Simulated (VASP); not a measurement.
A run of VASP 6.6.1 is set up as follows.

INCAR

```
ALGO = Normal
DIPOL = 0.5 0.5 0.405
EDIFF = 1E-7
ENCUT = 520
GGA = PE
IDIPOL = 3
ISIF = 2
ISMEAR = 0
IVDW = 12
LASPH = True
LCHARG = False
LDIPOL = True
LREAL = False
LWAVE = False
NBANDS = 48
NELM = 80
PREC = Accurate
SIGMA = 0.05
```

The input KPOINTS:

```
k-points
0
Gamma
  9 9 1
```

POSCAR

```
InSe
1.0
    4.0266104195      0.0000000000      0.0000000000
   -2.0133052098      3.4871469144      0.0000000000
    0.0000000000      0.0000000000     28.2707101099
Se In
4 4
Direct
    0.0000000000      0.0000000000      0.1591753438
    0.0000000000      0.0000000000      0.3496677309
    0.0000000000      0.2222222222      0.4596755796
    0.0000000000      0.2222222222      0.6501679667
    0.6666666667      0.3333333333      0.2049979929
    0.6666666667      0.3333333333      0.3038451626
   -0.6666666667     -0.1111111111      0.5054982288
   -0.6666666667     -0.1111111111      0.6043453984
```

Potentials or basis: VASP PAW PBE potentials, release 64 (Se, In_d).

The run is started by

```console
$ cat potpaw_PBE.64/Se/POTCAR potpaw_PBE.64/In_d/POTCAR > POTCAR
$ mpirun -np 1 vasp_std > vasp.out
```

Question: What does it give for the dispersion energy per atom?

Answer: -0.256 eV.

Question: Estimate the largest force.

Answer: 0.277 eV/Å.

Question: Predict the band gap on the k mesh.

Answer: 0.93 eV (least direct gap 1.01 eV).

Forces on the atoms (eV/Å):
```
Se   0.001 -0.004 -0.009
Se   0.071 -0.141 -0.227
Se  -0.071  0.141  0.227
Se  -0.001  0.004  0.009
In   0.004 -0.010  0.002
In   0.001  0.015 -0.075
In  -0.001 -0.015  0.075
In  -0.004  0.010 -0.002
```

Caveat: the cell differs from its parent crystal (layers slid over each other); spin-orbit coupling is left out, which moves the levels of the heavy elements.
